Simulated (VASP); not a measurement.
Input of a VASP 6.6.1 run:

POSCAR

```
Si16Au
1.0
    0.0000000000      5.4437023800     -5.4437023800
    5.4437023800      5.4437023800      0.0000000000
    5.4437023800      0.0000000000     -5.4437023800
Si Au
16 1
Direct
    0.1456938577      0.1209322175      0.1167861422
    0.1418552937      0.6232583568      0.1170144794
    0.5567331365      0.1522946043      0.1439864719
    0.6466641183      0.6265579493      0.1050410107
    0.1180033285      0.1173482596      0.6507723517
    0.1462179496      0.6206053829      0.6147132533
    0.6384115547      0.1193401943      0.6234889902
    0.6369791656      0.6227711883      0.6226628062
    0.2768607456      0.7419563411      0.2425368633
    0.1892402318      0.2656431963      0.2849381527
    0.7211925315      0.7640756620      0.2560445819
    0.7197956880      0.2640867189      0.2575972017
    0.2661503879      0.7426283103      0.7443243986
    0.2679022287      0.2490428215      0.7441327092
    0.7731504601      0.7472416227      0.7341418985
    0.7305105464      0.2529449452      0.7674350485
   -0.0621621052     -0.0039087368      0.0791968352
```

File INCAR.step1:

```
  ALGO = Normal
  EDIFF = 1E-4
  ENCUT = 520
  GGA = PE
  ISMEAR = 0
  LASPH = True
  LCHARG = False
  LREAL = Auto
  LWAVE = True
  NBANDS = 52
  NELECT = 74.0
  NELM = 60
  PREC = Accurate
  SIGMA = 0.02
```

File INCAR.step2:

```
  ALGO = Normal
  EDIFF = 1E-6
  ENCUT = 520
  ISIF = 2
  ISMEAR = 0
  ISTART = 1
  LASPH = True
  LCHARG = False
  LMIXTAU = True
  LREAL = Auto
  LWAVE = False
  METAGGA = R2SCAN
  NBANDS = 52
  NELECT = 74.0
  NELM = 60
  PREC = Accurate
  SIGMA = 0.02
```

File KPOINTS:

```
k-points
0
Gamma
  2 2 2
```

Potentials or basis: VASP PAW PBE potentials, release 64 (Si, Au).

Launch:

```console
$ cat potpaw_PBE.64/Si/POTCAR potpaw_PBE.64/Au/POTCAR > POTCAR
$ cp INCAR.step1 INCAR
$ mpirun -np 1 vasp_std > vasp.out
$ cp INCAR.step2 INCAR
$ mpirun -np 1 vasp_std > vasp.out
```

Problem. What does it give for the largest force?

Solution. 0.276 eV/Å.

Forces in eV/Å, atoms in the order of the input:
```
Si   0.011  0.062 -0.018
Si  -0.075 -0.012 -0.027
Si  -0.036  0.039  0.026
Si  -0.038  0.026  0.050
Si   0.059 -0.059  0.012
Si  -0.004  0.016  0.033
Si   0.015  0.006  0.042
Si   0.007 -0.012  0.029
Si  -0.006  0.017  0.001
Si  -0.007  0.004 -0.072
Si  -0.015 -0.035  0.028
Si   0.037  0.020  0.029
Si  -0.006 -0.015  0.033
Si   0.026  0.004  0.038
Si  -0.016  0.028  0.048
Si  -0.019  0.023 -0.009
Au   0.069 -0.112 -0.242
```

Caveat: the k points lie up to 0.50 Å⁻¹ apart; the cell carries a net charge on a neutralising background, which shifts energy and pressure; the PAW data sets were made with another functional, which shifts forces and pressure a little.
